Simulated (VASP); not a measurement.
# Sn (Pm-3m) in VASP: a series of runs

Sn is run at these levels: PBEsol; tasks: single point.

All numbers are computed with VASP 6.6.1; they aren't measurements. Logs are shortened: lines on timing, memory, paths and dates and some standing lists are left out, and cuts for length are marked.

## 1. The cell of the first run

It takes space group Pm-3m (No. 221, cubic). The conventional cell has a = 3.029 Å, b = 3.029 Å, c = 3.029 Å, α = 90.00°, β = 90.00°, γ = 90.00°. Sn (site symmetry m-3m) has 6 Sn at 3.03 Å within 4.0 Å.

## 2. Single point, PBEsol

File INCAR:

```
SYSTEM = Sn
  ALGO = Normal
  EDIFF = 1E-6
  ENCUT = 520
  GGA = PS
  ISIF = 2
  ISMEAR = -1
  LASPH = .True.
  LCHARG = .False.
  LREAL = .False.
  LWAVE = .False.
  NBANDS = 13
  NELM = 80
  PREC = Accurate
  SIGMA = 0.1
```

File KPOINTS:

```
k-points
0
Gamma
  10 10 10
  0 0 0
```

File POSCAR:

```
Sn
1.0
    3.0287997407      0.0000000000      0.0000000000
    0.0000000000      3.0287997407      0.0000000000
    0.0000000000      0.0000000000      3.0287997407
Sn
1
Direct
    0.0000000000      0.0000000000      0.0000000000
```

Potentials or basis: VASP PAW PBE potentials, release 64 (Sn_d).

Run with:

```bash
cat potpaw_PBE.64/Sn_d/POTCAR > POTCAR
mpirun -np 1 vasp_std > vasp.out
```

OUTCAR:

```text
SYSTEM = Sn
   EDIFF = 1E-6
   ENCUT = 520
   GGA = PS
   ISIF = 2
   ISMEAR = -1
   LASPH = .True.
   LREAL = .False.
   NELM = 80
   PREC = Accurate

 ion  position               nearest neighbor table
   1  0.000  0.000  0.000-

  LATTYP: Found a simple cubic cell.
 ALAT       =     3.0287997407

  Lattice vectors:

 A1 = (   3.0287997407,   0.0000000000,   0.0000000000)
 A2 = (   0.0000000000,   3.0287997407,   0.0000000000)
 A3 = (   0.0000000000,   0.0000000000,   3.0287997407)

Analysis of symmetry for initial positions (statically):
=====================================================================
 Subroutine PRICEL returns:
 Original cell was already a primitive cell.

 Routine SETGRP: Setting up the symmetry group for a
 simple cubic supercell.

 Subroutine GETGRP returns: Found 48 space group operations
 (whereof 48 operations were pure point group operations)
 out of a pool of 48 trial point group operations.

The static configuration has the point symmetry O_h .

Analysis of symmetry for dynamics (positions and initial velocities):
=====================================================================
 Subroutine PRICEL returns:
 Original cell was already a primitive cell.

 Routine SETGRP: Setting up the symmetry group for a
 simple cubic supercell.

 Subroutine GETGRP returns: Found 48 space group operations
 (whereof 48 operations were pure point group operations)
 out of a pool of 48 trial point group operations.

The dynamic configuration has the point symmetry O_h .

 Subroutine INISYM returns: Found 48 space group operations
 (whereof 48 operations are pure point group operations),
 and found     1 'primitive' translations

----------------------------------------------------------------------------------------

                                     Primitive cell

  volume of cell :      27.7851

  direct lattice vectors                    reciprocal lattice vectors
     3.028799741  0.000000000  0.000000000     0.330163789  0.000000000  0.000000000
     0.000000000  3.028799741  0.000000000     0.000000000  0.330163789  0.000000000
     0.000000000  0.000000000  3.028799741     0.000000000  0.000000000  0.330163789

  length of vectors
     3.028799741  3.028799741  3.028799741     0.330163789  0.330163789  0.330163789

  position of ions in fractional coordinates (direct lattice)
     0.000000000  0.000000000  0.000000000

  ion indices of the primitive-cell ions
   primitive index   ion index
                 1           1

----------------------------------------------------------------------------------------

 KPOINTS: k-points

Automatic generation of k-mesh.
 Grid dimensions read from file:
 generate k-points for:   10   10   10

 Generating k-lattice:

  Cartesian coordinates                     Fractional coordinates (reciprocal lattice)
     0.033016379  0.000000000  0.000000000     0.100000000  0.000000000  0.000000000
     0.000000000  0.033016379  0.000000000     0.000000000  0.100000000  0.000000000
     0.000000000  0.000000000  0.033016379     0.000000000  0.000000000  0.100000000

  Length of vectors
     0.033016379  0.033016379  0.033016379

  Shift w.r.t. Gamma in fractional coordinates (k-lattice)
     0.000000000  0.000000000  0.000000000

 Subroutine IBZKPT returns following result:
 ===========================================

 Found     56 irreducible k-points:

 Following reciprocal coordinates:
            Coordinates               Weight
  0.000000  0.000000  0.000000      1.000000
  0.100000  0.000000  0.000000      6.000000
  0.200000  0.000000  0.000000      6.000000
  0.300000  0.000000  0.000000      6.000000
  0.400000  0.000000  0.000000      6.000000
  0.500000  0.000000  0.000000      3.000000
[... 16 lines left out ...]
  0.200000  0.100000  0.100000     24.000000
  0.300000  0.100000  0.100000     24.000000
 [... further k-points ...]
   k-points           NKPTS =     56   k-points in BZ     NKDIM =     56   number of bands    NBANDS=     13
   number of dos      NEDOS =    301   number of ions     NIONS =      1
   total plane-waves  NPLWV =  13824
   dimension x,y,z NGX =    24 NGY =   24 NGZ =   24
   dimension x,y,z NGXF=    48 NGYF=   48 NGZF=   48
   ions per type =               1
   NGX,Y,Z   is equivalent  to a cutoff of  13.17, 13.17, 13.17 a.u.
   NGXF,Y,Z  is equivalent  to a cutoff of  26.35, 26.35, 26.35 a.u.
 SYSTEM =  Sn
   PREC   = accura    normal or accurate (medium, high low for compatibility)
   ISTART =      0    job   : 0-new  1-cont  2-samecut
   ICHARG =      2    charge: 1-file 2-atom 10-const
   ISPIN  =      1    spin polarized calculation?
   LNONCOLLINEAR =      F non collinear calculations
   LSORBIT =      F    spin-orbit coupling
   LASPH  =      T    aspherical Exc in radial PAW
   ENCUT  =  520.0 eV  38.22 Ry    6.18 a.u.   5.63  5.63  5.63*2*pi/ulx,y,z
   NELM   =     80;   NELMIN=  2; NELMDL= -5     # of ELM steps
   EDIFF  = 0.1E-05   stopping-criterion for ELM
   LREAL  =      F    real-space projection
[... 7 lines left out ...]
   TEBEG  =    0.0;   TEEND  =   0.0 temperature during run
   PSTRESS=    0.0 pullay stress
   NELECT =      14.0000    total number of electrons
   NUPDOWN=      -1.0000    fix difference up-down
   EMIN   =  10.00;   EMAX   =-10.00  energy-range for DOS
   EFERMI =   0.00;   METHOD = LEGACY
   ISMEAR =    -1;   SIGMA  =   0.10  broadening in eV -4-tet -1-fermi 0-gaus
   EFERMI_NEDOS =   21; number of points for ismear=-14 and -15
   IALGO  =     38    algorithm
   IMIX   =      4    mixing-type and parameters
     AMIX     =   0.40;   BMIX     =  1.00
     AMIX_MAG =   1.60;   BMIX_MAG =  1.00
  volume/ion in A,a.u.               =      27.79       187.50
  Fermi-wavevector in a.u.,A,eV,Ry     =   1.302708  2.461760 23.089728  1.697047
  Thomas-Fermi vector in A             =   2.433758
   LORBIT       =      0    0 simple, 1 ext, 2 COOP (PROOUT), +10 PAW based schemes
   GGA     = PS    functional components
   LHFCALC =     F    Hartree Fock is set to
   AEXX    =    0.0000 exact exchange contribution
   IVDW    =     0    specifies the selected vdW correction
   LEPSILON=     F    determine dielectric tensor
   LRPA    =     F    only Hartree local field effects (RPA)
 non-spin polarized calculation
  energy-cutoff  :      520.00
  volume of cell :       27.79
 maximum number of plane-waves:       768
 NGX is ok and might be reduce to    24
   NGX = 11   NGY = 11   NGZ = 11

 number of electron      14.0000013 magnetization

 Free energy of the ion-electron system (eV)
  ---------------------------------------------------
  ext. energy  EPLUGINS =         0.00000000
  ---------------------------------------------------
  free energy    TOTEN  =        -4.25070593 eV

  energy without entropy =       -4.23809105  energy(sigma->0) =       -4.24439849

 E-fermi :   7.4203     XC(G=0): -10.2994

 val. band max:        7.2560535405   @ k =   0.5000   0.5000   0.4000
 cond. band min:       7.4368058360   @ k =   0.3000   0.3000   0.2000
 fundamental gap:      0.1807522955
 Fermi energy:         7.4203268440

 k-point     1 :       0.0000    0.0000    0.0000
  band No.  band energies     occupation
      1     -14.1010      2.00000
      2     -14.1010      2.00000
      3     -13.6664      2.00000
      4     -13.6664      2.00000
      5     -13.6664      2.00000
      6      -3.5741      2.00000
      7      12.9154      0.00000
      8      12.9154      0.00000
      9      12.9154      0.00000
     10      16.2753      0.00000
     11      16.2753      0.00000
     12      17.6495      0.00000
     13      27.7561      0.00000

 k-point     2 :       0.1000    0.0000    0.0000
  band No.  band energies     occupation
      1     -14.0989      2.00000
      2     -14.0685      2.00000
      3     -13.6774      2.00000
      4     -13.6774      2.00000
      5     -13.6655      2.00000
      6      -3.4088      2.00000
      7      11.0518      0.00000
      8      13.0937      0.00000
      9      13.0937      0.00000
     10      16.3954      0.00000
     11      17.1187      0.00000
     12      19.0248      0.00000
     13      26.4951      0.00000

 k-point     3 :       0.2000    0.0000    0.0000
  band No.  band energies     occupation
      1     -14.0934      2.00000
      2     -13.9832      2.00000
      3     -13.7060      2.00000
      4     -13.7060      2.00000
      5     -13.6632      2.00000
      6      -2.9137      2.00000
      7       8.3236      0.00024
      8      13.6072      0.00000
      9      13.6072      0.00000
     10      16.7580      0.00000
     11      17.5647      0.00000
     12      22.3424      0.00000
     13      24.4384      0.00000

 k-point     4 :       0.3000    0.0000    0.0000
  band No.  band energies     occupation
      1     -14.0866      2.00000
      2     -13.8776      2.00000
      3     -13.7411      2.00000
      4     -13.7411      2.00000
      5     -13.6603      2.00000
      6      -2.1031      2.00000
      7       5.7902      2.00000
      8      14.3773      0.00000
      9      14.3773      0.00000
     10      17.3691      0.00000
     11      18.1103      0.00000
     12      22.4943      0.00000
     13      23.4233      0.00000

 k-point     5 :       0.4000    0.0000    0.0000
  band No.  band energies     occupation
      1     -14.0811      2.00000
      2     -13.7921      2.00000
      3     -13.7693      2.00000
      4     -13.7693      2.00000
      5     -13.6579      2.00000
      6      -1.0695      2.00000
      7       3.6889      2.00000
      8      15.2034      0.00000
      9      15.2034      0.00000
     10      18.2370      0.00000
     11      18.7751      0.00000
     12      20.8032      0.00000
     13      21.8112      0.00000
[... 257 lines left out ...]
 k-point    22 :       0.1000    0.1000    0.1000
  band No.  band energies     occupation
      1     -14.0488      2.00000
      2     -14.0488      2.00000
      3     -13.6889      2.00000
      4     -13.6873      2.00000
      5     -13.6873      2.00000
      6      -3.0784      2.00000
      7      11.2465      0.00000
      8      11.2465      0.00000
      9      11.6985      0.00000
     10      18.7097      0.00000
     11      18.7097      0.00000
     12      19.7358      0.00000
     13      24.6843      0.00000

 k-point    23 :       0.2000    0.1000    0.1000
  band No.  band energies     occupation
      1     -14.0435      2.00000
      2     -13.9621      2.00000
      3     -13.7182      2.00000
      4     -13.7167      2.00000
      5     -13.6852      2.00000
      6      -2.5842      2.00000
      7       8.6386      0.00001
      8      11.7325      0.00000
      9      12.0765      0.00000
     10      19.0634      0.00000
     11      19.5270      0.00000
     12      22.0477      0.00000
     13      22.4075      0.00000

 k-point    24 :       0.3000    0.1000    0.1000
  band No.  band energies     occupation
      1     -14.0370      2.00000
      2     -13.8548      2.00000
      3     -13.7547      2.00000
      4     -13.7528      2.00000
      5     -13.6821      2.00000
      6      -1.7754      2.00000
      7       6.1117      2.00000
      8      12.4782      0.00000
      9      12.8588      0.00000
     10      19.2065      0.00000
     11      19.3319      0.00000
     12      20.7271      0.00000
     13      21.9259      0.00000

 [... further k-points ...]
[... 5 lines left out ...]
  --------------------------------------------------------------------------------------
  -------------------------------------------------------------------------------------
  Total       -0.0068671     -0.0068671     -0.0068671      0.0000000      0.0000000      0.0000000
  in kB       -0.3959782     -0.3959782     -0.3959782      0.0000000      0.0000000      0.0000000
  external PRESSURE =      -0.3959782 kB  Pullay stress =       0.0000000 kB

 VOLUME and BASIS-vectors are now :
 -----------------------------------------------------------------------------
  energy-cutoff  :      520.00
  volume of cell :       27.79
      direct lattice vectors                 reciprocal lattice vectors
     3.028799741  0.000000000  0.000000000     0.330163789  0.000000000  0.000000000
     0.000000000  3.028799741  0.000000000     0.000000000  0.330163789  0.000000000
     0.000000000  0.000000000  3.028799741     0.000000000  0.000000000  0.330163789

 POSITION                                       TOTAL-FORCE (eV/Angst)
 -----------------------------------------------------------------------------------
      0.00000      0.00000      0.00000         0.000000      0.000000      0.000000
 -----------------------------------------------------------------------------------
    total drift:                                0.000000     -0.000000      0.000000

  FREE ENERGIE OF THE ION-ELECTRON SYSTEM (eV)
  ---------------------------------------------------
  free  energy   TOTEN  =        -4.2507059280 eV

  energy  without entropy=       -4.2380910465  energy(sigma->0) =       -4.24439849
```

Wall time 9.7 s (1 thread of Intel Xeon 8259CL, shared host); peak memory 0.15 GiB.

What came out:

```
Free energy            : -4.2507 eV
Pressure               : 0.0 GPa
Band gap on the k mesh : zero (band 7 reaches 12.92 eV, above the bottom of band 8 at 5.18 eV)
```

Caveat: the PAW data sets were made with another functional, which shifts forces and pressure a little; spin-orbit coupling is left out, which moves the levels of the heavy elements.

(Part 1 of 2 ends here.)
